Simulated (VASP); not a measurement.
A run of VASP 6.6.1:

The input INCAR:

```
ALGO     = Normal         # electronic algorithm
EDIFF    = 1E-6           # SCF threshold, eV
EDIFFG   = -0.01          # ionic threshold
ENCUT    = 600            # plane-wave cutoff, eV
GGA      = CA             # functional
IBRION   = 2              # ionic algorithm
ISIF     = 3              # what is computed and relaxed
ISMEAR   = -1             # smearing method
LASPH    = T              # aspherical terms in the spheres
LCHARG   = F              # write CHGCAR
LREAL    = F              # projectors in reciprocal space
LWAVE    = F              # write WAVECAR
NELM     = 60             # most SCF steps
NSW      = 80             # ionic steps
PREC     = Accurate       # precision mode
SIGMA    = 0.1            # smearing width, eV
```

Contents of KPOINTS:

```
k-points
0
Gamma
  9 9 9
```

File POSCAR:

```
Hf
1.0
    0.0000000000      3.1145822620      3.1145822620
    3.1145822620      0.0000000000      3.1145822620
    3.1145822620      3.1145822620      0.0000000000
Hf
2
Direct
    0.1250000000      0.1250000000      0.1250000000
    0.8750000000      0.8750000000      0.8750000000
```

Potentials or basis: VASP PAW LDA potentials, release 64 (Hf_pv).

Launch:

```sh
$ cat potpaw_LDA.64/Hf_pv/POTCAR > POTCAR
$ mpirun -np 1 vasp_std > vasp.out
```

Hardware: 1 thread of Intel(R) Xeon(R) 6975P-C (Granite Rapids), on a shared host.

Question: How long does it take, and how much memory?

Answer: Run time: 32 s on 1 thread of Intel(R) Xeon(R) 6975P-C (Granite Rapids), on a shared host, peak memory 0.19 GiB. Counts: scf iterations 19, k points 35, ion steps 2.
